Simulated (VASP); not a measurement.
Input of a VASP 6.6.1 run:

Contents of INCAR:

```
PREC = Accurate ; ENCUT = 600
EDIFF = 1E-7 ; ISMEAR = 0
SIGMA = 0.1 ; LREAL = F
LASPH = T ; NELM = 100
ALGO = Normal ; ISIF = 3
LWAVE = F ; LCHARG = F
GGA = PE ; IBRION = 2
NSW = 100 ; EDIFFG = -0.01
```

KPOINTS

```
Automatic mesh
0
Gamma
  10 10 6
```

POSCAR

```
P3OsW
1.0
    3.5824469763      0.0000000000      0.0000000000
    0.0000000000      3.5824469763      0.0000000000
    0.0000000000      0.0000000000      6.4929892035
P Os W
3 1 1
Direct
    0.5000000000      0.5000000000      0.9727525114
    0.0000000000      0.5000000000      0.3835301023
    0.5000000000      0.0000000000      0.3835301023
    0.5000000000      0.5000000000      0.6005591286
    0.0000000000      0.0000000000      0.1196281555
```

Potentials or basis: VASP PAW PBE potentials, release 64 (P, Os, W_sv).

Launch:

```bash
$ cat potpaw_PBE.64/P/POTCAR potpaw_PBE.64/Os/POTCAR potpaw_PBE.64/W_sv/POTCAR > POTCAR
$ mpirun -np 1 vasp_std > vasp.out
```

What does it give for the band gap on the k mesh?

Zero (an odd number of electrons rules out a gap without spin polarisation).

Predict the relaxed volume.

16.65 Å³/atom.

The path:
| step | energy change (eV) | largest force (eV/Å) | pressure (GPa) | volume (Å³) |
| --- | --- | --- | --- | --- |
| 1 | 0.0000 | 0.1854 | 0.53 | 83.33 |
| 2 | -0.0033 | 0.2243 | -1.24 | 84.00 |
| 3 | -0.0036 | 0.1622 | -0.84 | 83.84 |
| 4 | -0.0074 | 0.1857 | -0.70 | 83.76 |
| 5 | -0.0149 | 0.2591 | -0.25 | 83.51 |
| 6 | -0.0091 | 0.3992 | 0.68 | 82.97 |
| 7 | -0.0163 | 0.3076 | 0.04 | 83.36 |
| 8 | -0.0196 | 0.1114 | 0.02 | 83.31 |
| 9 | -0.0201 | 0.1090 | 0.01 | 83.28 |
| 10 | -0.0204 | 0.0326 | -0.16 | 83.29 |
| 11 | -0.0204 | 0.0176 | -0.12 | 83.29 |
| 12 | -0.0204 | 0.0185 | 0.12 | 83.18 |
| 13 | -0.0204 | 0.0034 | 0.01 | 83.23 |

Caveat: spin-orbit coupling is left out, which moves the levels of the heavy elements; an odd number of electrons without spin polarisation forces a metal; a magnetic or distorted state may lie lower.
